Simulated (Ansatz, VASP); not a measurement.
**One calculation of TaRu, two programs**

```
Ta Ru
1.0
     3.25074    0.00000    0.00000
     0.00000    3.25074    0.00000
     0.00000    0.00000    3.18700
Ta Ru
1 1
Direct
  0.50000 0.50000 0.50000
  0.00000 0.00000 0.00000
```

Change from the starting cell: equal xx and yy strain of +2 %.

Alike in both runs: task single point; functional LDA; k mesh 13 × 13 × 13; occupations fermi-dirac, width 0.03 eV; no spin polarisation.

|  | VASP | Ansatz |
| --- | --- | --- |
| version | VASP 6.6.1 | Ansatz 0.2.0 |
| potentials or method | VASP PAW LDA potentials, release 64 (Ta_pv, Ru_pv), cutoff 500 eV | all-electron LAPW, scalar-relativistic |

Ansatz gave:

| Item | Value |
| --- | --- |
| pressure (GPa) | -23.8 |
| traceless stress, the component that is largest in VASP (GPa) | -2.34 |

Q: What did VASP give for the same quantities?

A: Pressure (GPa): -23.3; traceless stress, the component that is largest in VASP (GPa): -2.28.

LDA's correlation is that of Perdew and Zunger in VASP and of Perdew and Wang (1992) in Ansatz. Ansatz ran all-electron here, and VASP with PAW potentials.

Spin-orbit coupling is off throughout.
